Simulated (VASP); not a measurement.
# Ta (P6_3/mmc) in VASP: settings compared

The runs below take Ta through single point, with LDA, BLYP+D3(BJ).

Everything below comes from runs of VASP 6.6.1. Logs are shortened: lines on timing, memory, paths and dates and some standing lists are left out, and cuts for length are marked.

**1. The cell of the first run**

It takes space group P6_3/mmc (No. 194, hexagonal). The conventional cell has a = 2.881 Å, b = 2.881 Å, c = 5.132 Å, α = 90.00°, β = 90.00°, γ = 120.00°. Within 3.8 Å of Ta (site symmetry -6m2) lie 12 Ta at 2.88 to 3.06 Å.

This isn't the form of Ta at room conditions, which is bcc.

**2. Single point, LDA**

Input file INCAR:

```
PREC = Accurate ; ENCUT = 500
EDIFF = 1E-6 ; ISMEAR = -1
SIGMA = 0.05 ; LREAL = False
LASPH = True ; NELM = 120
ALGO = Normal ; ISIF = 2
LWAVE = False ; LCHARG = True
LELF = True ; LVHAR = True
NBANDS = 20 ; GGA_COMPAT = False
```

Input file KPOINTS:

```
regular mesh
0
Gamma
  11 11 5
```

Input file POSCAR:

```
Ta
1.0
    2.8809059017      0.0000000000      0.0000000000
   -1.4404529508      2.4949376968      0.0000000000
    0.0000000000      0.0000000000      5.1315999754
Ta
2
Direct
    0.3333333333      0.6666666667      0.2500000000
    0.6666666667      0.3333333333      0.7500000000
```

Potentials or basis: VASP PAW LDA potentials, release 64 (Ta_sv_GW).

On the command line:

```
cat potpaw_LDA.64/Ta_sv_GW/POTCAR > POTCAR
mpirun -np 1 vasp_std > vasp.out
```

OUTCAR:

```text
PREC = Accurate
   ENCUT = 500
   EDIFF = 1E-6
   ISMEAR = -1
   LREAL = False
   LASPH = True
   NELM = 120
   ISIF = 2

 ion  position               nearest neighbor table
   1  0.333  0.667  0.250-   2 3.06   2 3.06   2 3.06   2 3.06   2 3.06   2 3.06
   2  0.667  0.333  0.750-   1 3.06   1 3.06   1 3.06   1 3.06   1 3.06   1 3.06

  LATTYP: Found a hexagonal cell.
 ALAT       =     2.8809059017
 C/A-ratio  =     1.7812452577

  Lattice vectors:

 A1 = (   2.8809059017,   0.0000000000,   0.0000000000)
 A2 = (  -1.4404529508,   2.4949376968,   0.0000000000)
 A3 = (   0.0000000000,   0.0000000000,   5.1315999754)

Analysis of symmetry for initial positions (statically):
=====================================================================
 Subroutine PRICEL returns:
 Original cell was already a primitive cell.

 Routine SETGRP: Setting up the symmetry group for a
 hexagonal supercell.

 Subroutine GETGRP returns: Found 24 space group operations
 (whereof 12 operations were pure point group operations)
 out of a pool of 24 trial point group operations.

The static configuration has the point symmetry D_3d.
 The point group associated with its full space group is D_6h.

Analysis of symmetry for dynamics (positions and initial velocities):
=====================================================================
 Subroutine PRICEL returns:
 Original cell was already a primitive cell.

 Routine SETGRP: Setting up the symmetry group for a
 hexagonal supercell.

 Subroutine GETGRP returns: Found 24 space group operations
 (whereof 12 operations were pure point group operations)
 out of a pool of 24 trial point group operations.

The dynamic configuration has the point symmetry D_3d.
 The point group associated with its full space group is D_6h.

 Subroutine INISYM returns: Found 24 space group operations
 (whereof 12 operations are pure point group operations),
 and found     1 'primitive' translations

----------------------------------------------------------------------------------------

                                     Primitive cell

  volume of cell :      36.8843

  direct lattice vectors                    reciprocal lattice vectors
     2.880905902  0.000000000  0.000000000     0.347113038  0.200405806  0.000000000
    -1.440452951  2.494937697  0.000000000     0.000000000  0.400811612  0.000000000
     0.000000000  0.000000000  5.131599975     0.000000000  0.000000000  0.194870996

[... 79 lines left out ...]
   LSORBIT =      F    spin-orbit coupling
   LASPH  =      T    aspherical Exc in radial PAW
   ENCUT  =  500.0 eV  36.75 Ry    6.06 a.u.   5.25  5.25  9.36*2*pi/ulx,y,z
   NELM   =    120;   NELMIN=  2; NELMDL= -5     # of ELM steps
   EDIFF  = 0.1E-05   stopping-criterion for ELM
   LREAL  =      F    real-space projection
   EDIFFG = 0.1E-04   stopping-criterion for IOM
   NSW    =      0    number of steps for IOM
   IBRION =     -1    ionic relax: 0-MD 1-quasi-New 2-CG
   NFREE  =      0    steps in history (QN), initial steepest desc. (CG)
   ISIF   =      2    stress and relaxation
   ISYM   =      2    0-nonsym 1-usesym 2-fastsym
   POTIM  = 0.5000    time-step for ionic-motion
   TEBEG  =    0.0;   TEEND  =   0.0 temperature during run
   PSTRESS=    0.0 pullay stress
   NELECT =      26.0000    total number of electrons
   NUPDOWN=      -1.0000    fix difference up-down
   EMIN   =  10.00;   EMAX   =-10.00  energy-range for DOS
   EFERMI =   0.00;   METHOD = LEGACY
   ISMEAR =    -1;   SIGMA  =   0.05  broadening in eV -4-tet -1-fermi 0-gaus
   EFERMI_NEDOS =   21; number of points for ismear=-14 and -15
   IALGO  =     38    algorithm
   IMIX   =      4    mixing-type and parameters
     AMIX     =   0.40;   BMIX     =  1.00
     AMIX_MAG =   1.60;   BMIX_MAG =  1.00
  volume/ion in A,a.u.               =      18.44       124.45
  Fermi-wavevector in a.u.,A,eV,Ry     =   1.456975  2.753283 28.882122  2.122776
  Thomas-Fermi vector in A             =   2.573830
   LORBIT       =      0    0 simple, 1 ext, 2 COOP (PROOUT), +10 PAW based schemes
   GGA     = CA    functional components
   LHFCALC =     F    Hartree Fock is set to
   AEXX    =    0.0000 exact exchange contribution
   IVDW    =     0    specifies the selected vdW correction
   LEPSILON=     F    determine dielectric tensor
   LRPA    =     F    only Hartree local field effects (RPA)
 non-spin polarized calculation
  energy-cutoff  :      500.00
  volume of cell :       36.88
 maximum number of plane-waves:       954
 NGX is ok and might be reduce to    24
   NGX = 11   NGY = 11   NGZ = 19

 number of electron      26.0000001 magnetization

 Free energy of the ion-electron system (eV)
  ---------------------------------------------------
  ext. energy  EPLUGINS =         0.00000000
  ---------------------------------------------------
  free energy    TOTEN  =       -30.00514298 eV

  energy without entropy =      -29.98811277  energy(sigma->0) =      -29.99662787

 E-fermi :  10.3394     XC(G=0): -13.1233

 val. band max:       10.3375436758   @ k =   0.1818   0.1818   0.0000
 cond. band min:      10.3653901915   @ k =   0.3636   0.1818   0.0000
 fundamental gap:      0.0278465157
 Fermi energy:        10.3394028860

 k-point     1 :       0.0000    0.0000    0.0000
  band No.  band energies     occupation
      1     -56.9071      2.00000
      2     -56.8408      2.00000
      3     -24.0777      2.00000
      4     -23.1941      2.00000
      5     -23.0733      2.00000
      6     -23.0733      2.00000
[... 541 lines left out ...]
     19      15.3903      0.00000
     20      17.1295      0.00000

 [... further k-points ...]

------------------------ aborting loop because EDIFF is reached ----------------------------------------

  FORCE on cell =-STRESS in cart. coord.  units (eV):
  Direction    XX          YY          ZZ          XY          YZ          ZX
  --------------------------------------------------------------------------------------
  -------------------------------------------------------------------------------------
  Total       -2.2727599     -2.2727599     -1.6420325     -0.0000000      0.0000000      0.0000000
  in kB      -98.7239597    -98.7239597    -71.3264765     -0.0000000      0.0000000      0.0000000
  external PRESSURE =     -89.5914653 kB  Pullay stress =       0.0000000 kB

 VOLUME and BASIS-vectors are now :
 -----------------------------------------------------------------------------
  energy-cutoff  :      500.00
  volume of cell :       36.88
      direct lattice vectors                 reciprocal lattice vectors
     2.880905902  0.000000000  0.000000000     0.347113038  0.200405806  0.000000000
    -1.440452951  2.494937697  0.000000000     0.000000000  0.400811612  0.000000000
     0.000000000  0.000000000  5.131599975     0.000000000  0.000000000  0.194870996

 POSITION                                       TOTAL-FORCE (eV/Angst)
 -----------------------------------------------------------------------------------
     -0.00000      1.66329      1.28290        -0.000000      0.000000      0.000000
      1.44045      0.83165      3.84870         0.000000     -0.000000      0.000000
 -----------------------------------------------------------------------------------
    total drift:                               -0.000000      0.000000     -0.000000

  FREE ENERGIE OF THE ION-ELECTRON SYSTEM (eV)
  ---------------------------------------------------
  free  energy   TOTEN  =       -30.0051429765 eV

  energy  without entropy=      -29.9881127651  energy(sigma->0) =      -29.99662787
```

OSZICAR:

```text
N       E                     dE             d eps       ncg     rms          rms(c)
DAV:   1     0.212544475792E+03    0.21254E+03   -0.16390E+04  1936   0.125E+03
DAV:   2    -0.183904166994E+02   -0.23093E+03   -0.22643E+03  2472   0.357E+02
DAV:   3    -0.314887583674E+02   -0.13098E+02   -0.13012E+02  2620   0.766E+01
DAV:   4    -0.316660452320E+02   -0.17729E+00   -0.17708E+00  2312   0.854E+00
DAV:   5    -0.316690638916E+02   -0.30187E-02   -0.30185E-02  2508   0.831E-01    0.122E+02
DAV:   6    -0.303384907226E+02    0.13306E+01   -0.16307E+00  2068   0.835E+00    0.826E+01
DAV:   7    -0.301680586520E+02    0.17043E+00   -0.30962E+00  2068   0.106E+01    0.860E+00
DAV:   8    -0.300047255058E+02    0.16333E+00   -0.64901E-01  2000   0.563E+00    0.156E+01
DAV:   9    -0.300051402203E+02   -0.41471E-03   -0.50209E-03  2160   0.529E-01    0.982E+00
DAV:  10    -0.300052470918E+02   -0.10687E-03   -0.58856E-04  2068   0.190E-01    0.510E+00
DAV:  11    -0.300051420073E+02    0.10508E-03   -0.69217E-04  1972   0.289E-01    0.429E+00
DAV:  12    -0.300051432317E+02   -0.12243E-05   -0.43356E-06  2272   0.189E-02    0.182E+00
DAV:  13    -0.300051429765E+02    0.25516E-06   -0.61196E-07  1104   0.884E-03
   1 F= -.30005143E+02 E0= -.29996628E+02  d E =-.170302E-01
```

stdout:

```text
POSCAR found type information on POSCAR Ta
 POSCAR found :  1 types and       2 ions
 scaLAPACK will be used
 LDA part: xc-table for (Slater(with rela. corr.)+CA(PZ))
 , standard interpolation
 POSCAR, INCAR and KPOINTS ok, starting setup
 FFT: planning ... GRIDC
 FFT: planning ... GRID_SOFT
 FFT: planning ... GRID
 WAVECAR not read
 entering main loop
```

It took 17 s on 1 thread of Intel Xeon Platinum 8559C (Emerald Rapids), shared host; peak memory 0.16 GiB.

Results:

| Quantity | Value |
| --- | --- |
| Free energy | -30.0051 eV |
| Pressure | -9.0 GPa |
| Band gap on the k mesh | zero (bands 13 and 14 overlap by 1.60 eV) |

Caveat: the cell stands under tension; spin-orbit coupling is left out, which moves the levels of the heavy elements.

(Continued in part 2 of 2.)

The gap in the log of VASP goes by the Fermi energy; the results here count the filled bands.